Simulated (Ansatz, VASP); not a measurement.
This is a calculation of WC for Ansatz 0.2.0.

input.yaml

```yaml
crystal:
  lattice:
    - [2.9065, 0.0, 0.0]
    - [-1.45325, 2.5171028361, 0.0]
    - [0.0, 0.0, 2.8366]
  atoms:
    - { symbol: W, position: [0.0, 0.0, 0.0] }
    - { symbol: C, position: [0.6666666667, 0.3333333333, 0.5] }
hamiltonian:
  xc: { exchange: r2scan, correlation: r2scan, exx: { coeff: 0.1 } }
  pseudopotentials: { kind: paw }
kpoints:
  mp_grid: { grid: [6, 6, 5] }
scf:
  occupations: { method: fermi_dirac, width: 0.05 }
output:
  forces: true
  stress: true
  eigenvalues: true
```

Potentials or basis: Ansatz PAW.

Launch:

```sh
$ ansatz run input.yaml --threads 2 --pin off --max-ram 5632MiB --backend cpu --events-out ev --progress --plain --runs-dir out
```

Translate it to VASP 6.6.1. Potentials there: VASP PAW PBE potentials, release 64 (W_sv, C).

As run (the cutoff follows the program's own potentials):

The input POSCAR:

```
WC
1.0
    2.9065000000      0.0000000000      0.0000000000
   -1.4532500000      2.5171028361      0.0000000000
    0.0000000000      0.0000000000      2.8366000000
W C
1 1
Direct
    0.0000000000      0.0000000000      0.0000000000
    0.6666666667      0.3333333333      0.5000000000
```

The input INCAR.step1:

```
SYSTEM = WC
  PREC = Accurate
  ENCUT = 520
  EDIFF = 1E-5
  ISMEAR = -1
  SIGMA = 0.05
  LREAL = .FALSE.
  LASPH = .TRUE.
  NELM = 100
  ALGO = Normal
  ISIF = 2
  LWAVE = .TRUE.
  LCHARG = .FALSE.
  NBANDS = 16
  GGA = PE
```

INCAR.step2

```
SYSTEM = WC
  PREC = Accurate
  ENCUT = 520
  EDIFF = 1E-7
  ISMEAR = -1
  SIGMA = 0.05
  LREAL = .FALSE.
  LASPH = .TRUE.
  NELM = 100
  ALGO = Normal
  ISIF = 2
  LWAVE = .FALSE.
  LCHARG = .FALSE.
  METAGGA = R2SCAN
  LHFCALC = .TRUE.
  AEXX = 0.1
  LMIXTAU = .TRUE.
  PRECFOCK = Normal
  NBANDS = 16
  ISTART = 1
```

KPOINTS

```
regular mesh
0
G
  6 6 5
  0 0 0
```

Potentials or basis: VASP PAW PBE potentials, release 64 (W_sv, C).

The run is started by

```bash
$ cat potpaw_PBE.64/W_sv/POTCAR potpaw_PBE.64/C/POTCAR > POTCAR
$ cp INCAR.step1 INCAR
$ mpirun -np 1 vasp_std > vasp.out
$ cp INCAR.step2 INCAR
$ mpirun -np 1 vasp_std > vasp.out
```

Both were run:

|  | VASP | Ansatz | Ansatz less VASP |
| --- | --- | --- | --- |
| gap on the k mesh at the Fermi level (eV) | none | none | - |
| pressure (GPa) | 0.1 | -1.4 | -1.48 |
| traceless stress, the component that is largest in VASP (GPa) | -3.04 | -3.22 | -0.180 |

VASP's potentials were made for PBE, not for r2SCAN-based global hybrid. A gap of «none» marks a metal or a gap that the smearing closes.

The k mesh is coarse, so the values compare programs but aren't converged. Neither program's run includes spin-orbit coupling.
